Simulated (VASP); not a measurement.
# Cr (P6_3/mmc) in VASP: a series of runs

The runs below take Cr through single point, with revPBE.

Program: VASP 6.6.1. These are calculated values, not measurements. Logs are shortened: lines on timing, memory, paths and dates and some standing lists are left out, and cuts for length are marked.

### 1 The cell of the first run

Symmetry: P6_3/mmc, No. 194, hexagonal system. Conventional cell: a = 2.394 Å, b = 2.394 Å, c = 4.292 Å, α = 90.00°, β = 90.00°, γ = 120.00°. Within 3.2 Å of Cr (site symmetry -6m2) lie 12 Cr at 2.39 to 2.55 Å.

### 2 Single point, revPBE, collinear spin, ferromagnetic start (volume scaled by 0.88)

Input file INCAR:

```
  PREC = Accurate
  ENCUT = 520
  EDIFF = 1E-7
  ISMEAR = -1
  SIGMA = 0.05
  LREAL = F
  LASPH = T
  NELM = 150
  ALGO = Normal
  ISIF = 2
  LWAVE = F
  LCHARG = T
  ISPIN = 2
  MAGMOM = 1.5 1.5
  LORBIT = 11
  LMAXMIX = 4
  GGA = RE
  LELF = T
  LVHAR = T
  NBANDS = 23
```

Input file KPOINTS:

```
regular mesh
0
Gamma
  16 16 8
```

Input file POSCAR:

```
Cr
1.0
    2.3937601801      0.0000000000      0.0000000000
   -1.1968800900      2.0730571265      0.0000000000
    0.0000000000      0.0000000000      4.2923485084
Cr
2
Direct
    0.3333333333      0.6666666667      0.2500000000
    0.6666666667      0.3333333333      0.7500000000
```

Potentials or basis: VASP PAW PBE potentials, release 64 (Cr_pv).

On the command line:

```sh
> cat potpaw_PBE.64/Cr_pv/POTCAR > POTCAR
> mpirun -np 1 vasp_std > vasp.out
```

OUTCAR:

```text
PREC = Accurate
   ENCUT = 520
   EDIFF = 1E-7
   ISMEAR = -1
   LREAL = F
   LASPH = T
   NELM = 150
   ISIF = 2
   ISPIN = 2
   LORBIT = 11
   GGA = RE

 ion  position               nearest neighbor table
   1  0.333  0.667  0.250-   2 2.55   2 2.55   2 2.55   2 2.55   2 2.55   2 2.55
   2  0.667  0.333  0.750-   1 2.55   1 2.55   1 2.55   1 2.55   1 2.55   1 2.55

  LATTYP: Found a hexagonal cell.
 ALAT       =     2.3937601801
 C/A-ratio  =     1.7931405761

  Lattice vectors:

 A1 = (   2.3937601801,   0.0000000000,   0.0000000000)
 A2 = (  -1.1968800900,   2.0730571265,   0.0000000000)
 A3 = (   0.0000000000,   0.0000000000,   4.2923485084)

Analysis of symmetry for initial positions (statically):
=====================================================================
 Subroutine PRICEL returns:
 Original cell was already a primitive cell.

 Routine SETGRP: Setting up the symmetry group for a
 hexagonal supercell.

 Subroutine GETGRP returns: Found 24 space group operations
 (whereof 12 operations were pure point group operations)
 out of a pool of 24 trial point group operations.

The static configuration has the point symmetry D_3d.
 The point group associated with its full space group is D_6h.

Analysis of symmetry for dynamics (positions and initial velocities):
=====================================================================
 Subroutine PRICEL returns:
 Original cell was already a primitive cell.

 Routine SETGRP: Setting up the symmetry group for a
 hexagonal supercell.

 Subroutine GETGRP returns: Found 24 space group operations
 (whereof 12 operations were pure point group operations)
 out of a pool of 24 trial point group operations.

The dynamic configuration has the point symmetry D_3d.
 The point group associated with its full space group is D_6h.

Analysis of structural, dynamic, and magnetic symmetry:
=====================================================================
 Subroutine PRICEL returns:
 Original cell was already a primitive cell.

 Routine SETGRP: Setting up the symmetry group for a
 hexagonal supercell.

 Subroutine GETGRP returns: Found 24 space group operations
 (whereof 12 operations were pure point group operations)
 out of a pool of 24 trial point group operations.

The overall configuration has the point symmetry D_3d.
 The point group associated with its full space group is D_6h.

 Subroutine INISYM returns: Found 24 space group operations
 (whereof 12 operations are pure point group operations),
 and found     1 'primitive' translations

----------------------------------------------------------------------------------------

                                     Primitive cell

  volume of cell :      21.3004

  direct lattice vectors                    reciprocal lattice vectors
     2.393760180  0.000000000  0.000000000     0.417752793  0.241189687  0.000000000
    -1.196880090  2.073057127  0.000000000     0.000000000  0.482379375  0.000000000
     0.000000000  0.000000000  4.292348508     0.000000000  0.000000000  0.232972695

  length of vectors
     2.393760180  2.393760180  4.292348508     0.482379374  0.482379375  0.232972695

  position of ions in fractional coordinates (direct lattice)
     0.333333333  0.666666667  0.250000000
     0.666666667  0.333333333  0.750000000

  ion indices of the primitive-cell ions
   primitive index   ion index
                 1           1
                 2           2

----------------------------------------------------------------------------------------

 KPOINTS: regular mesh

Automatic generation of k-mesh.
 Grid dimensions read from file:
 generate k-points for:   16   16    8

 Generating k-lattice:

  Cartesian coordinates                     Fractional coordinates (reciprocal lattice)
     0.026109550  0.015074355  0.000000000     0.062500000  0.000000000  0.000000000
     0.000000000  0.030148711  0.000000000     0.000000000  0.062500000  0.000000000
     0.000000000  0.000000000  0.029121587     0.000000000  0.000000000  0.125000000

  Length of vectors
     0.030148711  0.030148711  0.029121587

  Shift w.r.t. Gamma in fractional coordinates (k-lattice)
     0.000000000  0.000000000  0.000000000

 Subroutine IBZKPT returns following result:
 ===========================================

 Found    150 irreducible k-points:

 Following reciprocal coordinates:
            Coordinates               Weight
  0.000000  0.000000  0.000000      1.000000
  0.062500  0.000000  0.000000      6.000000
  0.125000  0.000000  0.000000      6.000000
  0.187500  0.000000  0.000000      6.000000
  0.250000  0.000000  0.000000      6.000000
  0.312500 -0.000000  0.000000      6.000000
[... 16 lines left out ...]
  0.187500  0.187500  0.000000      6.000000
  0.250000  0.187500  0.000000     12.000000
 [... further k-points ...]
   k-points           NKPTS =    150   k-points in BZ     NKDIM =    150   number of bands    NBANDS=     23
   number of dos      NEDOS =    301   number of ions     NIONS =      2
   total plane-waves  NPLWV =  10368
   dimension x,y,z NGX =    18 NGY =   18 NGZ =   32
   dimension x,y,z NGXF=    36 NGYF=   36 NGZF=   64
   ions per type =               2
   NGX,Y,Z   is equivalent  to a cutoff of  12.50, 12.50, 12.39 a.u.
   NGXF,Y,Z  is equivalent  to a cutoff of  25.00, 25.00, 24.79 a.u.
 SYSTEM =  unknown system
   PREC   = accura    normal or accurate (medium, high low for compatibility)
   ISTART =      0    job   : 0-new  1-cont  2-samecut
   ICHARG =      2    charge: 1-file 2-atom 10-const
   ISPIN  =      2    spin polarized calculation?
   LNONCOLLINEAR =      F non collinear calculations
   LSORBIT =      F    spin-orbit coupling
   LASPH  =      T    aspherical Exc in radial PAW
   ENCUT  =  520.0 eV  38.22 Ry    6.18 a.u.   4.45  4.45  7.98*2*pi/ulx,y,z
   NELM   =    150;   NELMIN=  2; NELMDL= -5     # of ELM steps
   EDIFF  = 0.1E-06   stopping-criterion for ELM
   LREAL  =      F    real-space projection
   EDIFFG = 0.1E-05   stopping-criterion for IOM
   NSW    =      0    number of steps for IOM
   IBRION =     -1    ionic relax: 0-MD 1-quasi-New 2-CG
   NFREE  =      0    steps in history (QN), initial steepest desc. (CG)
   ISIF   =      2    stress and relaxation
   ISYM   =      2    0-nonsym 1-usesym 2-fastsym
   POTIM  = 0.5000    time-step for ionic-motion
   TEBEG  =    0.0;   TEEND  =   0.0 temperature during run
   PSTRESS=    0.0 pullay stress
   NELECT =      24.0000    total number of electrons
   NUPDOWN=      -1.0000    fix difference up-down
   EMIN   =  10.00;   EMAX   =-10.00  energy-range for DOS
   EFERMI =   0.00;   METHOD = LEGACY
   ISMEAR =    -1;   SIGMA  =   0.05  broadening in eV -4-tet -1-fermi 0-gaus
   EFERMI_NEDOS =   21; number of points for ismear=-14 and -15
   IALGO  =     38    algorithm
   IMIX   =      4    mixing-type and parameters
     AMIX     =   0.40;   BMIX     =  1.00
     AMIX_MAG =   1.60;   BMIX_MAG =  1.00
  volume/ion in A,a.u.               =      10.65        71.87
  Fermi-wavevector in a.u.,A,eV,Ry     =   1.703529  3.219204 39.484273  2.902012
  Thomas-Fermi vector in A             =   2.783099
   LORBIT       =     11    0 simple, 1 ext, 2 COOP (PROOUT), +10 PAW based schemes
   GGA     = RE    functional components
   LHFCALC =     F    Hartree Fock is set to
   AEXX    =    0.0000 exact exchange contribution
   IVDW    =     0    specifies the selected vdW correction
   LEPSILON=     F    determine dielectric tensor
   LRPA    =     F    only Hartree local field effects (RPA)
 spin polarized calculation
  energy-cutoff  :      520.00
  volume of cell :       21.30
 maximum number of plane-waves:       598
 NGX is ok and might be reduce to    18
   NGX =  9   NGY =  9   NGZ = 15

 number of electron      24.0000002 magnetization      -0.0008244

 number of electron      24.0000002 magnetization       0.0000071

 Free energy of the ion-electron system (eV)
  ---------------------------------------------------
  ext. energy  EPLUGINS =         0.00000000
  ---------------------------------------------------
  free energy    TOTEN  =       -17.11581484 eV

  energy without entropy =      -17.09131022  energy(sigma->0) =      -17.10356253

 E-fermi :  12.0837     XC(G=0): -14.0437

 val. band max:       12.0827152137   @ k =   0.0625   0.0625   0.3750
 cond. band min:      12.0848428938   @ k =   0.1875   0.0625   0.0000
 fundamental gap:      0.0021276800
 Fermi energy:        12.0837477498

 spin component 1

 k-point     1 :       0.0000    0.0000    0.0000
  band No.  band energies     occupation
      1     -31.3541      1.00000
      2     -30.4009      1.00000
      3     -30.2108      1.00000
      4     -30.2108      1.00000
      5     -30.1233      1.00000
      6     -30.1233      1.00000
[... 15 lines left out ...]
     22      32.9310      0.00000
     23      33.0057      0.00000

 k-point     2 :       0.0625    0.0000    0.0000
  band No.  band energies     occupation
      1     -31.3387      1.00000
      2     -30.4021      1.00000
      3     -30.2572      1.00000
      4     -30.2233      1.00000
      5     -30.1707      1.00000
      6     -30.1315      1.00000
[... 15 lines left out ...]
     22      32.9747      0.00000
     23      33.1387      0.00000

 k-point     3 :       0.1250    0.0000    0.0000
  band No.  band energies     occupation
      1     -31.2940      1.00000
      2     -30.4064      1.00000
      3     -30.3892      1.00000
      4     -30.3037      1.00000
      5     -30.2581      1.00000
      6     -30.1553      1.00000
[... 15 lines left out ...]
     22      32.4650      0.00000
     23      33.6952      0.00000
[... 495 lines left out ...]
 k-point    23 :       0.1875    0.1875    0.0000
  band No.  band energies     occupation
      1     -31.0163      1.00000
      2     -30.9720      1.00000
      3     -30.9542      1.00000
      4     -30.4971      1.00000
      5     -30.4624      1.00000
      6     -30.4002      1.00000
[... 15 lines left out ...]
     22      27.3819      0.00000
     23      28.1410      0.00000

 k-point    24 :       0.2500    0.1875    0.0000
  band No.  band energies     occupation
      1     -31.1153      1.00000
      2     -31.0547      1.00000
      3     -30.9268      1.00000
      4     -30.5964      1.00000
      5     -30.4949      1.00000
      6     -30.4864      1.00000
[... 15 lines left out ...]
     22      25.5548      0.00000
     23      26.9563      0.00000

 [... further k-points ...]

 spin component 2

 k-point     1 :       0.0000    0.0000    0.0000
  band No.  band energies     occupation
      1     -31.3541      1.00000
      2     -30.4009      1.00000
      3     -30.2108      1.00000
      4     -30.2108      1.00000
      5     -30.1233      1.00000
      6     -30.1233      1.00000
[... 15 lines left out ...]
     22      32.9310      0.00000
     23      33.0057      0.00000

 k-point     2 :       0.0625    0.0000    0.0000
  band No.  band energies     occupation
      1     -31.3387      1.00000
      2     -30.4021      1.00000
      3     -30.2572      1.00000
      4     -30.2233      1.00000
      5     -30.1707      1.00000
      6     -30.1315      1.00000
[... 15 lines left out ...]
     22      32.9747      0.00000
     23      33.1387      0.00000

 k-point     3 :       0.1250    0.0000    0.0000
  band No.  band energies     occupation
      1     -31.2940      1.00000
      2     -30.4064      1.00000
      3     -30.3892      1.00000
      4     -30.3037      1.00000
      5     -30.2581      1.00000
      6     -30.1553      1.00000
[... 15 lines left out ...]
     22      32.4650      0.00000
     23      33.6952      0.00000
[... 495 lines left out ...]
 k-point    23 :       0.1875    0.1875    0.0000
  band No.  band energies     occupation
      1     -31.0163      1.00000
      2     -30.9720      1.00000
      3     -30.9542      1.00000
      4     -30.4971      1.00000
      5     -30.4623      1.00000
      6     -30.4002      1.00000
[... 15 lines left out ...]
     22      27.3819      0.00000
     23      28.1410      0.00000

 k-point    24 :       0.2500    0.1875    0.0000
  band No.  band energies     occupation
      1     -31.1153      1.00000
      2     -31.0547      1.00000
      3     -30.9268      1.00000
      4     -30.5964      1.00000
      5     -30.4949      1.00000
      6     -30.4864      1.00000
[... 15 lines left out ...]
     22      25.5548      0.00000
     23      26.9563      0.00000

 [... further k-points ...]

------------------------ aborting loop because EDIFF is reached ----------------------------------------

  FORCE on cell =-STRESS in cart. coord.  units (eV):
  Direction    XX          YY          ZZ          XY          YZ          ZX
  --------------------------------------------------------------------------------------
  -------------------------------------------------------------------------------------
  Total        5.1489529      5.1489529      4.5249121      0.0000000     -0.0000000      0.0000000
  in kB      387.2956510    387.2956510    340.3563418      0.0000000     -0.0000000      0.0000000
  external PRESSURE =     371.6492146 kB  Pullay stress =       0.0000000 kB

 VOLUME and BASIS-vectors are now :
 -----------------------------------------------------------------------------
  energy-cutoff  :      520.00
  volume of cell :       21.30
      direct lattice vectors                 reciprocal lattice vectors
     2.393760180  0.000000000  0.000000000     0.417752793  0.241189687  0.000000000
    -1.196880090  2.073057127  0.000000000     0.000000000  0.482379375  0.000000000
     0.000000000  0.000000000  4.292348508     0.000000000  0.000000000  0.232972695

 POSITION                                       TOTAL-FORCE (eV/Angst)
 -----------------------------------------------------------------------------------
     -0.00000      1.38204      1.07309         0.000000      0.000000      0.000000
      1.19688      0.69102      3.21926        -0.000000      0.000000      0.000000
 -----------------------------------------------------------------------------------
    total drift:                                0.000000     -0.000000      0.000000

  FREE ENERGIE OF THE ION-ELECTRON SYSTEM (eV)
  ---------------------------------------------------
  free  energy   TOTEN  =       -17.1158148429 eV

  energy  without entropy=      -17.0913102164  energy(sigma->0) =      -17.10356253

 total charge

# of ion       s       p       d       tot
------------------------------------------
    1        0.495   6.439   4.355  11.290
    2        0.495   6.439   4.355  11.290
--------------------------------------------------
tot          0.991  12.878   8.711  22.579

 magnetization (x)

# of ion       s       p       d       tot
------------------------------------------
    1       -0.000   0.000   0.000   0.000
    2       -0.000   0.000   0.000   0.000
--------------------------------------------------
tot         -0.000   0.000   0.000   0.000
```

It took 56 s on 1 thread of Intel Xeon 6975P-C (Granite Rapids), shared host; peak memory 0.21 GiB.

Results:

| Item | Value |
| --- | --- |
| Free energy | -17.1158 eV |
| Pressure | 37.2 GPa |
| Band gap on the k mesh | zero (filled and empty bands overlap) |
| Net moment | 0.00 μB per cell |
| Valence electrons inside the program's atomic spheres | Cr 11.29 |

Levels at points of the mesh, in eV from the Fermi level:
Spin up:
| k point | band 10 | band 11 | band 12 | band 13 | band 14 | band 15 |
| --- | --- | --- | --- | --- | --- | --- |
| (0.00, 0.00, 0.00) | -0.45 | -0.45 | -0.14 | -0.06 | -0.06 | 1.24 |
| (0.50, 0.00, 0.00) | -1.11 | -0.53 | -0.33 | -0.20 | 2.66 | 3.27 |
| (0.00, 0.00, 0.50) | -1.87 | -0.42 | -0.42 | -0.42 | -0.42 | 2.08 |
| (0.50, 0.00, 0.50) | -2.90 | 1.07 | 1.07 | 1.52 | 1.52 | 3.35 |
Spin down:
| k point | band 10 | band 11 | band 12 | band 13 | band 14 | band 15 |
| --- | --- | --- | --- | --- | --- | --- |
| (0.00, 0.00, 0.00) | -0.45 | -0.45 | -0.14 | -0.06 | -0.06 | 1.24 |
| (0.50, 0.00, 0.00) | -1.11 | -0.53 | -0.33 | -0.20 | 2.66 | 3.27 |
| (0.00, 0.00, 0.50) | -1.87 | -0.42 | -0.42 | -0.42 | -0.42 | 2.08 |
| (0.50, 0.00, 0.50) | -2.90 | 1.07 | 1.07 | 1.52 | 1.52 | 3.35 |

Caveat: the starting moments collapsed, and a magnetic state may lie lower; the PAW data sets were made with another functional, which shifts forces and pressure a little.

### 3 Single point, revPBE, collinear spin, ferromagnetic start (volume scaled by 0.92)

Input file INCAR:

```
SYSTEM = Cr
ALGO = Normal
EDIFF = 1E-6
ENCUT = 520
GGA = RE
ISIF = 2
ISMEAR = -1
ISPIN = 2
LASPH = .TRUE.
LCHARG = .FALSE.
LMAXMIX = 4
LORBIT = 11
LREAL = .FALSE.
LWAVE = .FALSE.
MAGMOM = 1.5 1.5
NBANDS = 23
NELM = 150
PREC = Accurate
SIGMA = 0.05
```

Input file KPOINTS:

```
k-points
0
G
  16 16 8
  0 0 0
```

Input file POSCAR:

```
Cr
1.0
    2.4294932121      0.0000000000      0.0000000000
   -1.2147466060      2.1040028400      0.0000000000
    0.0000000000      0.0000000000      4.3564228580
Cr
2
Direct
    0.3333333333      0.6666666667      0.2500000000
    0.6666666667      0.3333333333      0.7500000000
```

Potentials or basis: VASP PAW PBE potentials, release 64 (Cr_pv).

On the command line:

```sh
> cat potpaw_PBE.64/Cr_pv/POTCAR > POTCAR
> mpirun -np 1 vasp_std > vasp.out
```

Run time: 50 s. Hardware: 1 thread of Intel Xeon 6975P-C (Granite Rapids), shared host; peak memory 0.21 GiB.

Results (log left out):

```
Free energy                                           : -17.2934 eV
Pressure                                              : 22.0 GPa
Band gap on the k mesh                                : zero (filled and empty bands overlap)
Net moment                                            : 0.00 μB per cell
Valence electrons inside the program's atomic spheres : Cr 11.18
```

Stress tensor (GPa, compression positive):
```
22.91  0.00  0.00
 0.00 22.91  0.00
 0.00  0.00 20.03
```

Levels at points of the mesh, in eV from the Fermi level:
Spin up:
```
           k point  band 10  band 11  band 12  band 13  band 14  band 15
(0.00, 0.00, 0.00)    -0.41    -0.41    -0.22    -0.04    -0.04     1.18
(0.50, 0.00, 0.00)    -1.04    -0.56    -0.32    -0.16     2.50     3.08
(0.00, 0.00, 0.50)    -1.77    -0.38    -0.38    -0.38    -0.38     1.96
(0.50, 0.00, 0.50)    -2.72     1.02     1.02     1.42     1.42     3.16
```
Spin down:
```tsv
k point	band 8	band 9	band 10	band 11	band 12	band 13	band 14	band 15	band 16	band 17
(0.00, 0.00, 0.00)	-4.31	-1.36	-0.41	-0.41	-0.22	-0.04	-0.04	1.18	1.18	2.39
(0.50, 0.00, 0.00)	-3.73	-3.70	-1.04	-0.56	-0.32	-0.16	2.50	3.08	3.22	4.46
(0.00, 0.00, 0.50)	-5.78	-1.77	-1.77	-0.38	-0.38	-0.38	-0.38	1.96	1.96	1.96
(0.50, 0.00, 0.50)	-4.24	-2.72	-2.72	1.02	1.02	1.42	1.42	3.16	3.16	3.77
```

Caveat: the starting moments collapsed, and a magnetic state may lie lower; the PAW data sets were made with another functional, which shifts forces and pressure a little.
